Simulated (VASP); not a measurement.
# Mg (Pm-3m) in VASP: single point with PBEsol

Aim: the single point of Mg with PBEsol.

Everything below comes from runs of VASP 6.6.1. Logs are shortened: lines on timing, memory, paths and dates and some standing lists are left out, and cuts for length are marked.

## (1) The cell of the first run

The structure is cubic, space group Pm-3m (No. 221). The conventional cell has a = 3.965 Å, b = 3.965 Å, c = 3.965 Å, α = 90.00°, β = 90.00°, γ = 90.00°. Mg (site symmetry m-3m) has 6 Mg at 3.96 Å within 5.2 Å.

## (2) Single point, PBEsol

INCAR

```
SYSTEM = Mg
  ALGO = Normal
  EDIFF = 1E-6
  ENCUT = 600
  GGA = PS
  GGA_COMPAT = .FALSE.
  ISIF = 2
  ISMEAR = 1
  LASPH = .TRUE.
  LCHARG = .FALSE.
  LREAL = .FALSE.
  LWAVE = .FALSE.
  NBANDS = 7
  NELM = 120
  PREC = Accurate
  SIGMA = 0.05
```

KPOINTS

```
k-points
0
G
  6 6 6
  0 0 0
```

POSCAR

```
Mg
1.0
    3.9650000000      0.0000000000      0.0000000000
    0.0000000000      3.9650000000      0.0000000000
    0.0000000000      0.0000000000      3.9650000000
Mg
1
Direct
    0.0000000000      0.0000000000      0.0000000000
```

Potentials or basis: VASP PAW PBE potentials, release 64 (Mg).

On the command line:

```sh
cat potpaw_PBE.64/Mg/POTCAR > POTCAR
mpirun -np 1 vasp_std > vasp.out
```

OUTCAR:

```text
SYSTEM = Mg
   EDIFF = 1E-6
   ENCUT = 600
   GGA = PS
   ISIF = 2
   ISMEAR = 1
   LASPH = .TRUE.
   LREAL = .FALSE.
   NELM = 120
   PREC = Accurate

 ion  position               nearest neighbor table
   1  0.000  0.000  0.000-

  LATTYP: Found a simple cubic cell.
 ALAT       =     3.9650000000

  Lattice vectors:

 A1 = (   3.9650000000,   0.0000000000,   0.0000000000)
 A2 = (   0.0000000000,   3.9650000000,   0.0000000000)
 A3 = (   0.0000000000,   0.0000000000,   3.9650000000)

Analysis of symmetry for initial positions (statically):
=====================================================================
 Subroutine PRICEL returns:
 Original cell was already a primitive cell.

 Routine SETGRP: Setting up the symmetry group for a
 simple cubic supercell.

 Subroutine GETGRP returns: Found 48 space group operations
 (whereof 48 operations were pure point group operations)
 out of a pool of 48 trial point group operations.

The static configuration has the point symmetry O_h .

Analysis of symmetry for dynamics (positions and initial velocities):
=====================================================================
 Subroutine PRICEL returns:
 Original cell was already a primitive cell.

 Routine SETGRP: Setting up the symmetry group for a
 simple cubic supercell.

 Subroutine GETGRP returns: Found 48 space group operations
 (whereof 48 operations were pure point group operations)
 out of a pool of 48 trial point group operations.

The dynamic configuration has the point symmetry O_h .

 Subroutine INISYM returns: Found 48 space group operations
 (whereof 48 operations are pure point group operations),
 and found     1 'primitive' translations

----------------------------------------------------------------------------------------

                                     Primitive cell

  volume of cell :      62.3347

  direct lattice vectors                    reciprocal lattice vectors
     3.965000000  0.000000000  0.000000000     0.252206810  0.000000000  0.000000000
     0.000000000  3.965000000  0.000000000     0.000000000  0.252206810  0.000000000
     0.000000000  0.000000000  3.965000000     0.000000000  0.000000000  0.252206810

  length of vectors
[... 72 lines left out ...]
   LASPH  =      T    aspherical Exc in radial PAW
   ENCUT  =  600.0 eV  44.10 Ry    6.64 a.u.   7.92  7.92  7.92*2*pi/ulx,y,z
   NELM   =    120;   NELMIN=  2; NELMDL= -5     # of ELM steps
   EDIFF  = 0.1E-05   stopping-criterion for ELM
   LREAL  =      F    real-space projection
   EDIFFG = 0.1E-04   stopping-criterion for IOM
   NSW    =      0    number of steps for IOM
   IBRION =     -1    ionic relax: 0-MD 1-quasi-New 2-CG
   NFREE  =      0    steps in history (QN), initial steepest desc. (CG)
   ISIF   =      2    stress and relaxation
   ISYM   =      2    0-nonsym 1-usesym 2-fastsym
   POTIM  = 0.5000    time-step for ionic-motion
   TEBEG  =    0.0;   TEEND  =   0.0 temperature during run
   PSTRESS=    0.0 pullay stress
   NELECT =       2.0000    total number of electrons
   NUPDOWN=      -1.0000    fix difference up-down
   EMIN   =  10.00;   EMAX   =-10.00  energy-range for DOS
   EFERMI =   0.00;   METHOD = LEGACY
   ISMEAR =     1;   SIGMA  =   0.05  broadening in eV -4-tet -1-fermi 0-gaus
   EFERMI_NEDOS =   21; number of points for ismear=-14 and -15
   IALGO  =     38    algorithm
   IMIX   =      4    mixing-type and parameters
     AMIX     =   0.40;   BMIX     =  1.00
     AMIX_MAG =   1.60;   BMIX_MAG =  1.00
  volume/ion in A,a.u.               =      62.33       420.66
  Fermi-wavevector in a.u.,A,eV,Ry     =   0.520206  0.983046  3.681924  0.270614
  Thomas-Fermi vector in A             =   1.537947
   LORBIT       =      0    0 simple, 1 ext, 2 COOP (PROOUT), +10 PAW based schemes
   GGA     = PS    functional components
   LHFCALC =     F    Hartree Fock is set to
   AEXX    =    0.0000 exact exchange contribution
   IVDW    =     0    specifies the selected vdW correction
   LEPSILON=     F    determine dielectric tensor
   LRPA    =     F    only Hartree local field effects (RPA)
 non-spin polarized calculation
 Methfessel and Paxton  Order N= 1 SIGMA  =   0.05
  energy-cutoff  :      600.00
  volume of cell :       62.33
 maximum number of plane-waves:      2103
 NGX is ok and might be reduce to    32
   NGX = 15   NGY = 15   NGZ = 15

 number of electron       2.0000000 magnetization

 Free energy of the ion-electron system (eV)
  ---------------------------------------------------
  ext. energy  EPLUGINS =         0.00000000
  ---------------------------------------------------
  free energy    TOTEN  =        -0.56552954 eV

  energy without entropy =       -0.56423995  energy(sigma->0) =       -0.56509968

 E-fermi :  -0.9988     XC(G=0):  -5.7871

 val. band max:       -1.0020123473   @ k =   0.5000   0.1667   0.1667
 cond. band min:      -0.9859537801   @ k =   0.5000   0.3333   0.3333
 fundamental gap:      0.0160585672
 Fermi energy:        -0.9988042294

 k-point     1 :       0.0000    0.0000    0.0000
  band No.  band energies     occupation
      1      -4.6685      2.00000
      2       4.2582      0.00000
      3       4.2582      0.00000
      4       4.2582      0.00000
      5       4.8718      0.00000
      6       4.8718      0.00000
      7       6.3154      0.00000
[... 181 lines left out ...]
 k-point    20 :       0.5000    0.5000    0.5000
  band No.  band energies     occupation
      1       0.8736      0.00000
      2       1.4568      0.00000
      3       1.4568      0.00000
      4       1.4568      0.00000
      5       3.6061      0.00000
      6       3.6061      0.00000
      7       3.6061      0.00000

------------------------ aborting loop because EDIFF is reached ----------------------------------------

  FORCE on cell =-STRESS in cart. coord.  units (eV):
  Direction    XX          YY          ZZ          XY          YZ          ZX
  --------------------------------------------------------------------------------------
  -------------------------------------------------------------------------------------
  Total       -1.2165729     -1.2165729     -1.2165729      0.0000000     -0.0000000      0.0000000
  in kB      -31.2693708    -31.2693708    -31.2693708      0.0000000     -0.0000000      0.0000000
  external PRESSURE =     -31.2693708 kB  Pullay stress =       0.0000000 kB

 VOLUME and BASIS-vectors are now :
 -----------------------------------------------------------------------------
  energy-cutoff  :      600.00
  volume of cell :       62.33
      direct lattice vectors                 reciprocal lattice vectors
     3.965000000  0.000000000  0.000000000     0.252206810  0.000000000  0.000000000
     0.000000000  3.965000000  0.000000000     0.000000000  0.252206810  0.000000000
     0.000000000  0.000000000  3.965000000     0.000000000  0.000000000  0.252206810

 POSITION                                       TOTAL-FORCE (eV/Angst)
 -----------------------------------------------------------------------------------
      0.00000      0.00000      0.00000         0.000000      0.000000      0.000000
 -----------------------------------------------------------------------------------
    total drift:                                0.000000     -0.000000      0.000000

  FREE ENERGIE OF THE ION-ELECTRON SYSTEM (eV)
  ---------------------------------------------------
  free  energy   TOTEN  =        -0.5655295427 eV

  energy  without entropy=       -0.5642399521  energy(sigma->0) =       -0.56509968
```

OSZICAR:

```text
N       E                     dE             d eps       ncg     rms          rms(c)
DAV:   1    -0.210317004169E+00   -0.21032E+00   -0.54392E+02   280   0.184E+02
DAV:   2    -0.573215491111E+00   -0.36290E+00   -0.35771E+00   364   0.730E+00
DAV:   3    -0.575465978181E+00   -0.22505E-02   -0.22504E-02   371   0.603E-01
DAV:   4    -0.575470435084E+00   -0.44569E-05   -0.44569E-05   392   0.270E-02
DAV:   5    -0.575470450478E+00   -0.15394E-07   -0.15418E-07   343   0.106E-03    0.546E-01
DAV:   6    -0.570598922710E+00    0.48715E-02   -0.17782E-03   294   0.183E-01    0.356E-01
DAV:   7    -0.565438610163E+00    0.51603E-02   -0.87689E-03   308   0.365E-01    0.477E-02
DAV:   8    -0.565551097109E+00   -0.11249E-03   -0.32713E-04   329   0.666E-02    0.254E-02
DAV:   9    -0.565531945440E+00    0.19152E-04   -0.45411E-05   343   0.234E-02    0.576E-03
DAV:  10    -0.565530104530E+00    0.18409E-05   -0.69050E-07   392   0.398E-03    0.337E-03
DAV:  11    -0.565529542681E+00    0.56185E-06   -0.12133E-06   315   0.380E-03
   1 F= -.56552954E+00 E0= -.56509968E+00  d E =-.128959E-02
```

stdout:

```text
POSCAR found type information on POSCAR Mg
 POSCAR found :  1 types and       1 ions
 scaLAPACK will be used
 -----------------------------------------------------------------------------
|                                                                             |
|                                                                             |
|     You enforced a specific xc type in the INCAR file but a different       |
|     I HOPE YOU KNOW WHAT YOU ARE DOING!                                     |
|                                                                             |
 -----------------------------------------------------------------------------

 LDA part: xc-table for (Slater+PW92), standard interpolation
 POSCAR, INCAR and KPOINTS ok, starting setup
 FFT: planning ... GRIDC
 FFT: planning ... GRID_SOFT
 FFT: planning ... GRID
 WAVECAR not read
 entering main loop
```

Run time: 5.4 s. Hardware: 1 thread of Intel Xeon Platinum 8375C at 2.90GHz (Ice Lake), shared host; peak memory 0.17 GiB.

What came out:

* Free energy: -0.5655 eV
* Pressure: -3.1 GPa
* Band gap on the k mesh: zero (band 1 reaches 0.87 eV, above the bottom of band 2 at -1.47 eV)

Caveat: the PAW data sets were made with another functional, which shifts forces and pressure a little.
